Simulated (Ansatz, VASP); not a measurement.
Two plane-wave programs on NaCl

INCAR

```
PREC = Accurate ; ENCUT = 520
EDIFF = 1E-7 ; ISMEAR = 0
SIGMA = 0.05 ; LREAL = False
LASPH = True ; NELM = 100
ALGO = Normal ; ISIF = 2
LWAVE = False ; LCHARG = False
GGA = PE ; NBANDS = 14
```

The input KPOINTS:

```
Automatic mesh
0
Gamma
  8 8 8
```

The input POSCAR:

```
NaCl
1.0
    0.0000000000      2.9450200000      3.0582900000
    2.9450200000      0.0000000000      3.0582900000
    2.9450200000      2.9450200000      0.0000000000
Na Cl
1 1
Direct
    0.0000000000      0.0000000000      0.0000000000
    0.5000000000      0.5000000000      0.5000000000
```

Input for Ansatz:

```yaml
crystal:
  lattice:
    - [0.0, 2.94502, 3.05829]
    - [2.94502, 0.0, 3.05829]
    - [2.94502, 2.94502, 0.0]
  atoms:
    - { symbol: Na, position: [0.0, 0.0, 0.0] }
    - { symbol: Cl, position: [0.5, 0.5, 0.5] }
basis:
  ecutwfc: 420
kpoints:
  mp_grid: { grid: [8, 8, 8] }
hamiltonian:
  xc: pbe
scf:
  occupations: { method: gaussian, width: 0.05 }
output:
  forces: true
  stress: true
  eigenvalues: true
```

Change from the starting cell: strain +0.040 along x and y, +0.080 along z, atoms carried along.

Alike in both runs: task single point; functional PBE; k mesh 8 × 8 × 8; occupations gaussian, width 0.05 eV; no spin polarisation.

|  | VASP | Ansatz |
| --- | --- | --- |
| version | VASP 6.6.1 | Ansatz 0.2.0 |
| potentials or method | VASP PAW PBE potentials, release 64 (Na_pv, Cl), cutoff 520 eV | scalar-relativistic, plane waves, PAW |
| valence electrons in the cell | 14 | 16 |

Ansatz gave:

```
gap on the k mesh at the Fermi level (eV)                     : 4.51
least direct gap on the mesh (eV)                             : 4.51
pressure (GPa)                                                : -2.3
traceless stress, the component that is largest in VASP (GPa) : -0.28
```

What did VASP give for the same quantities?

gap on the k mesh at the Fermi level (eV): 4.51; least direct gap on the mesh (eV): 4.51; pressure (GPa): -2.4; traceless stress, the component that is largest in VASP (GPa): -0.28.

VASP's potentials hold 14 valence electrons a cell and Ansatz's 16, so a difference there can come from the potentials and not from the codes.
